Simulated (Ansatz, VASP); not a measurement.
**HgTe: VASP beside Ansatz**

File INCAR:

```
PREC     = Accurate       # precision mode
ENCUT    = 520            # plane-wave cutoff, eV
EDIFF    = 1E-8           # SCF threshold, eV
ISMEAR   = -1             # smearing method
SIGMA    = 0.08           # smearing width, eV
LREAL    = F              # projectors in reciprocal space
LASPH    = T              # aspherical terms in the spheres
NELM     = 80             # most SCF steps
ALGO     = Normal         # electronic algorithm
ISIF     = 2              # what is computed and relaxed
LWAVE    = F              # write WAVECAR
LCHARG   = F              # write CHGCAR
GGA      = PE             # functional
LEFG     = T            
NBANDS   = 16             # bands
```

KPOINTS

```
regular mesh
0
Gamma
  10 10 10
```

The input POSCAR:

```
HgTe
1.0
   -0.0876450000      2.8776775000      2.8776775000
    2.8776775000     -0.0876450000      2.8776775000
    2.8776775000      2.8776775000     -0.0876450000
Hg Te
1 1
Direct
    0.0000000000      0.0000000000      0.0000000000
    0.5000000000      0.5000000000      0.5000000000
```

Input for Ansatz:

```yaml
crystal:
  lattice:
    - [-0.087645, 2.8776775, 2.8776775]
    - [2.8776775, -0.087645, 2.8776775]
    - [2.8776775, 2.8776775, -0.087645]
  atoms:
    - { symbol: Hg, position: [0.0, 0.0, 0.0] }
    - { symbol: Te, position: [0.5, 0.5, 0.5] }
kpoints:
  mp_grid: { grid: [10, 10, 10] }
scf:
  occupations: { method: fermi_dirac, width: 0.08 }
hamiltonian:
  xc: pbe
  pseudopotentials: { kind: paw }
output:
  forces: true
  stress: true
  eigenvalues: true
  efg: { contact_densities: true }
```

Change from the starting cell: equal xy, yz and zx shear strains of -3 %, PAW files.

Alike in both runs: task electric field gradients; functional PBE; k mesh 10 × 10 × 10; occupations fermi-dirac, width 0.08 eV; no spin polarisation.

```csv
,VASP,Ansatz
version,VASP 6.6.1,Ansatz 0.2.0
potentials or method,"VASP PAW PBE potentials, release 64 (Hg, Te)","PAW with Ansatz's default frozen-core files, scalar-relativistic"
plane-wave cutoff (eV),520,420
valence electrons in the cell,18,36
```

|  | VASP | Ansatz | Ansatz less VASP |
| --- | --- | --- | --- |
| pressure (GPa) | 10.6 | 10.4 | -0.24 |
| traceless stress, the component that is largest in VASP (GPa) | 0.47 | 0.48 | +0.005 |
| size of Vzz on the site where it differs most (V/Å²) | 23.5 | 19.1 | -4.36 |

VASP's potentials hold 18 valence electrons a cell and Ansatz's 36, so a difference there can come from the potentials and not from the codes.

Spin-orbit coupling is off throughout.
